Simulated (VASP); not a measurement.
Zr2Si3:

```
CELL_PARAMETERS angstrom
4.49268 0.00000 0.00000
0.00000 4.49268 0.00000
0.00000 0.00000 4.49268
ATOMIC_POSITIONS crystal
Zr 0.00000 0.00000 0.00000
Zr 0.50000 0.50000 0.50000
Si 0.50000 0.00000 0.00000
Si 0.00000 0.50000 0.00000
Si 0.00000 0.00000 0.50000
```

The cell was generated, and may not be a known phase.

```yaml
Program: VASP 6.6.1
Task: relaxation of cell and atoms
Functional: PBE
Potentials_or_basis: VASP PAW PBE potentials, release 64 (Zr_sv, Si)
Cutoff: 600 eV
k_mesh: 4 × 4 × 4
Occupations: gaussian, width 0.1 eV
Spin: no spin polarisation
```

At the start: pressure 21.9 GPa; volume 18.14 Å³/atom.

Q: Where does the relaxation end?

A: Over 3 steps the energy falls by 270.8 meV/atom and the volume is 22.89 Å³/atom (+26.2 %); space group Pm-3m (No. 221, to 0.1 Å) before and after.

The path:
| step | energy change (eV) | largest force (eV/Å) | pressure (GPa) | volume (Å³) |
| --- | --- | --- | --- | --- |
| 1 | 0.0000 | 0.0000 | 21.90 | 90.68 |
| 2 | -1.1444 | 0.0000 | -4.97 | 127.26 |
| 3 | -1.3540 | 0.0000 | 0.21 | 114.47 |

Final structure:
```
CELL_PARAMETERS angstrom
4.85546 0.00000 0.00000
0.00000 4.85546 0.00000
0.00000 0.00000 4.85546
ATOMIC_POSITIONS crystal
Zr 0.00000 0.00000 0.00000
Zr 0.50000 0.50000 0.50000
Si 0.50000 0.00000 0.00000
Si 0.00000 0.50000 0.00000
Si 0.00000 0.00000 0.50000
```

Caveat: the volume moved by over 15 % at a fixed basis, so the end points are rough.
